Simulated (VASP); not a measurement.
## Zn5BiO: single point with PBE

Zn5BiO:

```xyz
7
Lattice="3.2469 0.0000 0.0000 -1.6234 2.8119 0.0000 0.0000 0.0000 13.2524" Properties=species:S:1:pos:R:3 pbc="T T T"
Zn    0.0000    1.8746    6.2732
Zn    1.6234    0.9373    8.7443
Zn    0.0000    0.0000    4.3131
Zn    1.6234    0.9373    2.4307
Zn    0.0000    0.0000   10.6716
Bi    0.0000    1.8746   -0.0696
O     0.0000    0.0000    7.5263
```

| Item | Value |
| --- | --- |
| Program | VASP 6.6.1 |
| Task | single point |
| Functional | PBE |
| Potentials or basis | VASP PAW PBE potentials, release 64 (Zn, Bi_d, O) |
| Cutoff | 520 eV |
| k mesh | 6 × 6 × 2 |
| Occupations | gaussian, width 0.2 eV |
| Spin | no spin polarisation |

```yaml
Pressure: 0.4 GPa
Largest_force: 0.070 eV/Å
```

Forces on the atoms (eV/Å):
```
Zn   0.000  0.000 -0.070
Zn   0.000  0.000  0.037
Zn   0.000  0.000  0.012
Zn   0.000  0.000 -0.014
Zn   0.000  0.000  0.018
Bi   0.000  0.000 -0.008
O    0.000  0.000  0.025
```

Stress tensor (GPa, compression positive):
```
0.43 0.00 0.00
0.00 0.43 0.00
0.00 0.00 0.23
```

Levels at points of the mesh, in eV from the Fermi level:
```
           k point  band 38  band 39  band 40  band 41  band 42  band 43
(0.00, 0.00, 0.00)    -2.73    -2.73     0.39     0.83     5.39     6.29
(0.50, 0.00, 0.00)    -2.74    -2.08    -1.96    -0.63     0.38     1.33
(0.00, 0.00, 0.50)    -2.73    -1.91    -1.18     2.35     3.84     6.29
(0.50, 0.00, 0.50)    -2.88    -2.43    -1.45    -0.61     0.14     1.30
```

Run time: 2.4 min on 1 thread of AMD EPYC 7R13, on a shared host, peak memory 0.24 GiB.

Caveat: the k points lie up to 0.37 Å⁻¹ apart; spin-orbit coupling is left out, which moves the levels of the heavy elements; an odd number of electrons without spin polarisation forces a metal; a magnetic or distorted state may lie lower.
